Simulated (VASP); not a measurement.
Runs of VASP 6.6.1 on Ir. The structure is that of space group Im-3m (No. 229), or close to it. The cells are those of the table. This isn't the form of Ir at room conditions, which is fcc.

```tsv
potentials or basis	spin	cell	k mesh	cutoff (eV)	smearing	gap on the mesh (eV)	pressure (GPa)	moment (μB)
VASP PAW PBE potentials, release 64 (Ir)	collinear	a = 2.567 Å, angles 109.5°, 1 atom	23 × 23 × 23	520	fermi-dirac 0.05 eV	none	61.6	0.60
VASP PAW PBE potentials, release 64 (Ir)	collinear	a = 2.605 Å, angles 109.5°, 1 atom	23 × 23 × 23	520	fermi-dirac 0.05 eV	none	(a)	0.68
VASP PAW PBE potentials, release 64 (Ir)	collinear	a = 2.643 Å, angles 109.5°, 1 atom	23 × 23 × 23	520	fermi-dirac 0.05 eV	none	17.9	(b)
VASP PAW PBE potentials, release 64 (Ir)	collinear	a = 2.679 Å, angles 109.5°, 1 atom	23 × 23 × 23	520	fermi-dirac 0.05 eV	none	2.8	0.80
VASP PAW PBE potentials, release 64 (Ir_sv_GW)	off	a = 2.744 Å, angles 109.5°, 1 atom	16 × 16 × 16	620	fermi-dirac 0.1 eV	none	-21.6	-
```

Alike in all rows: task single point; level r2SCAN.

Fill in the values left out.

(a) 37.2; (b) 0.74.

Caveats: the PAW data sets were made with another functional, which shifts forces and pressure a little; spin-orbit coupling is left out, which moves the levels of the heavy elements; the cell stands under pressure (at least some runs); the cell stands under tension (at least some runs).

A k mesh can miss the band edges, and the runs leave out spin-orbit coupling on Ir.

A gap of «none» marks levels without a gap at the run's occupations.

The runs don't all hold the same shells in valence.
